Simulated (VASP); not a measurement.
Input of a VASP 6.6.1 run:

File INCAR:

```
SYSTEM = TiAl
PREC = Accurate
ENCUT = 520
EDIFF = 1E-6
ISMEAR = 0
SIGMA = 0.15
LREAL = .FALSE.
LASPH = .TRUE.
NELM = 60
ALGO = Normal
ISIF = 2
LWAVE = .FALSE.
LCHARG = .FALSE.
NBANDS = 14
```

The input KPOINTS:

```
regular mesh
0
G
  18 18 10
  0 0 0
```

The input POSCAR:

```
TiAl
1.0
    2.8119099887      0.0000000000      0.0000000000
   -1.4059549943      2.4351854834      0.0000000000
    0.0000000000      0.0000000000      4.5908878731
Ti Al
1 1
Direct
    0.0000000000      0.0000000000      0.0000000000
    0.3333333333      0.6666666667      0.5000000000
```

Potentials or basis: VASP PAW LDA potentials, release 64 (Ti_sv, Al).

Launch:

```sh
$ cat potpaw_LDA.64/Ti_sv/POTCAR potpaw_LDA.64/Al/POTCAR > POTCAR
$ mpirun -np 1 vasp_std > vasp.out
```

Q: Predict the band gap on the k mesh.

A: Zero (an odd number of electrons rules out a gap without spin polarisation).

Q: Estimate the pressure.

A: 0.1 GPa.
